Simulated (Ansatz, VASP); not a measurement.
**One calculation of Ga2Te2S, two programs**

INCAR

```
SYSTEM = Ga2Te2S
  ALGO = Fast
  EDIFF = 1E-7
  EDIFFG = -0.01
  ENCUT = 600
  GGA = PE
  IBRION = 2
  ISIF = 3
  ISMEAR = 0
  LASPH = .True.
  LCHARG = .False.
  LREAL = .False.
  LWAVE = .False.
  NELM = 80
  NSW = 100
  PREC = Accurate
  SIGMA = 0.1
```

File KPOINTS:

```
k-points
0
Gamma
  8 8 6
  0 0 0
```

Contents of POSCAR:

```
Ga2Te2S
1.0
    5.0030948111      0.0000000000      0.0000000000
    0.0000000000      5.0030948111      0.0000000000
    0.0000000000      0.0000000000      6.2054140744
Ga Te S
2 2 1
Direct
    0.5000000000      0.0000000000      0.0000000000
    0.0000000000      0.5000000000      0.0000000000
    0.0000000000      0.0000000000      0.2576597362
    0.0000000000      0.0000000000      0.7423402638
    0.5000000000      0.5000000000      0.0000000000
```

Input for Ansatz:

```yaml
crystal:
  lattice:
    - [5.0030948111, 0.0, 0.0]
    - [0.0, 5.0030948111, 0.0]
    - [0.0, 0.0, 6.2054140744]
  atoms:
    - { symbol: Ga, position: [0.5, 0.0, 0.0] }
    - { symbol: Ga, position: [0.0, 0.5, 0.0] }
    - { symbol: Te, position: [0.0, 0.0, 0.2576597362] }
    - { symbol: Te, position: [0.0, 0.0, 0.7423402638] }
    - { symbol: S, position: [0.5, 0.5, 0.0] }
basis:
  ecutwfc: 420
kpoints:
  mp_grid: { grid: [8, 8, 6] }
hamiltonian:
  xc: pbe
scf:
  occupations: { method: gaussian, width: 0.1 }
output:
  forces: true
  stress: true
  eigenvalues: true
  write_density: true
  write_potential: true
  elf: true
  volumetric_format: npy
relax:
  adjacent_minimum: "off"
  f_tol: 0.01
  max_steps: 80
  cell: { stress_tol: 0.05 }
```

Alike in both runs: task relaxation of cell and atoms; functional PBE; k mesh 8 × 8 × 6; occupations gaussian, width 0.1 eV; no spin polarisation.

```csv
,VASP,Ansatz
version,VASP 6.6.1,Ansatz 0.2.0
potentials or method,"VASP PAW PBE potentials, release 64 (Ga_d, Te, S), cutoff 600 eV","scalar-relativistic, plane waves, PAW"
valence electrons in the cell,44,64
```

Ansatz gave:

```
gap on the k mesh at the Fermi level, each at its own relaxed structure (eV)  : none
relaxed volume (Å³/atom)                                                      : 31.26
relaxed length of the cell vector where the two differ most in proportion (Å) : 6.540
```

What did VASP give for the same quantities?

gap on the k mesh at the Fermi level, each at its own relaxed structure (eV): none; relaxed volume (Å³/atom): 31.27; relaxed length of the cell vector where the two differ most in proportion (Å): 6.535.

A gap of «none» marks a metal or a gap that the smearing closes. VASP's potentials hold 44 valence electrons a cell and Ansatz's 64, so a difference there can come from the potentials and not from the codes.

Spin-orbit coupling is off throughout.
